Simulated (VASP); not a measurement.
Input of a VASP 6.6.1 run:

File INCAR:

```
SYSTEM = As
PREC = Accurate
ENCUT = 520
EDIFF = 1E-6
ISMEAR = 0
SIGMA = 0.02
LREAL = .False.
LASPH = .True.
NELM = 60
ALGO = Normal
ISIF = 2
LWAVE = .False.
LCHARG = .False.
LDIPOL = .True.
IDIPOL = 3
DIPOL = 0.5 0.5 0.500
GGA = CA
NBANDS = 12
```

Contents of KPOINTS:

```
regular mesh
0
Gamma
  9 9 1
  0 0 0
```

POSCAR

```
As
1.0
    3.5200000000      0.0000000000      0.0000000000
   -1.7600000000      3.0484094213      0.0000000000
    0.0000000000      0.0000000000     28.0000000000
As
2
Direct
    0.3333333333      0.6666666667      0.5052857143
    0.6666666667      0.3333333333      0.4947142857
```

Potentials or basis: VASP PAW LDA potentials, release 64 (As).

Run with:

```sh
$ cat potpaw_LDA.64/As/POTCAR > POTCAR
$ mpirun -np 1 vasp_std > vasp.out
```

Question: What does it give for the largest force?

Answer: 3.392 eV/Å.

Question: What does it give for the band gap on the k mesh?

Answer: Zero (band 5 reaches -2.11 eV, above the bottom of band 6 at -3.65 eV).

Forces in eV/Å, atoms in the order of the input:
```
As   0.000  0.000  3.392
As   0.000  0.000 -3.392
```
